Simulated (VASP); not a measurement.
Al: single point with PBEsol

Crystal: Al.

```
Al
1.0
     2.81246    0.00000    0.00000
    -1.40623    2.43566    0.00000
     0.00000    0.00000    4.86685
Al
2
Cartesian
  0.9562 0.5869 3.6501
  0.0000 1.6238 1.2167
```

This cell differs from its parent crystal: atom 1 (Al) moved by (-0.450, -0.225) A along x and y.

```json
{
 "Program": "VASP 6.6.1",
 "Task": "single point",
 "Functional": "PBEsol",
 "Potentials or basis": "VASP PAW PBE potentials, release 64 (Al)",
 "Cutoff": "520 eV",
 "k mesh": "18 × 18 × 10",
 "Occupations": "gaussian, width 0.15 eV",
 "Spin": "no spin polarisation",
 "Dipole correction": "no",
 "Further INCAR settings": "ALGO = Fast; EDIFF = 1e-06; NBANDS = 10"
}
```

The pressure is -0.4 GPa. The largest force is 0.137 eV/Å and the band gap on the k mesh is zero (bands 3 and 4 overlap by 7.00 eV).

Forces in eV/Å, atoms in the order of the input:
```
Al   0.134  0.026  0.000
Al  -0.134 -0.026  0.000
```

Stress tensor (GPa, compression positive):
```
-0.30  0.07  0.00
 0.07 -0.41  0.00
 0.00  0.00 -0.45
```

Levels at points of the mesh, in eV from the Fermi level:
```tsv
k point	band 1	band 2	band 3	band 4	band 5	band 6	band 7	band 8
(0.00, 0.00, 0.00)	-11.02	-5.02	-4.80	10.51	11.37	11.74	11.94	12.43
(0.50, 0.00, 0.00)	-5.02	-4.82	0.26	0.27	1.64	1.98	6.25	8.21
(0.00, 0.50, 0.00)	-4.96	-4.92	0.84	0.87	1.20	1.21	6.47	7.20
(0.50, 0.50, 0.00)	-4.95	-4.93	0.91	0.93	1.13	1.16	6.46	7.21
(0.00, 0.00, 0.50)	-9.47	-9.47	2.40	2.40	12.50	12.50	12.63	12.63
(0.50, 0.00, 0.50)	-3.61	-3.61	-3.26	-3.26	7.48	7.48	7.59	7.59
(0.00, 0.50, 0.50)	-3.81	-3.81	-2.99	-2.99	7.20	7.20	7.31	7.31
(0.50, 0.50, 0.50)	-3.81	-3.81	-2.98	-2.98	7.19	7.19	7.31	7.31
```

It took 4.4 min on 1 thread of Intel(R) Xeon(R) Platinum 8259CL CPU @ 2.50GHz (Skylake/Cascade Lake), with other jobs on the host, peak memory 0.36 GiB.

Caveat: the cell differs from its parent crystal (atom 1 (Al) moved by (-0.450, -0.225) A along x and y); the PAW data sets were made with another functional, which shifts forces and pressure a little.
